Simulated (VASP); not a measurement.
A run of VASP 6.6.1 is set up as follows.

The input POSCAR:

```
TcMo
1.0
    1.5490510000     -2.2403620000      0.0000000000
    1.5490510000      2.2403620000      0.0000000000
    0.0000000000      0.0000000000      4.4224910000
Tc Mo
1 1
Direct
    0.5000000000      0.5000000000      0.5000000000
    0.0000000000      0.0000000000      0.0000000000
```

The input INCAR.step1:

```
PREC = Accurate
ENCUT = 520
ISMEAR = 1
SIGMA = 0.05
LREAL = False
LASPH = True
NELM = 100
NBANDS = 20
GGA = PE
ALGO = Normal
EDIFF = 1E-4
LWAVE = True
LCHARG = False
```

File INCAR.step2:

```
PREC = Accurate
ENCUT = 520
EDIFF = 1E-6
ISMEAR = 1
SIGMA = 0.05
LREAL = False
LASPH = True
NELM = 100
ALGO = Normal
ISIF = 2
LWAVE = False
LCHARG = False
METAGGA = R2SCAN
LMIXTAU = True
NBANDS = 20
ISTART = 1
```

The input KPOINTS:

```
regular mesh
0
Gamma
  11 11 7
```

Potentials or basis: VASP PAW PBE potentials, release 64 (Tc_pv, Mo_sv).

Command:

```sh
$ cat potpaw_PBE.64/Tc_pv/POTCAR potpaw_PBE.64/Mo_sv/POTCAR > POTCAR
$ cp INCAR.step1 INCAR
$ mpirun -np 1 vasp_std > vasp.out
$ cp INCAR.step2 INCAR
$ mpirun -np 1 vasp_std > vasp.out
```

(1) Predict the pressure.

Results:

(1) -5.8 GPa.

Caveat: the PAW data sets were made with another functional, which shifts forces and pressure a little.
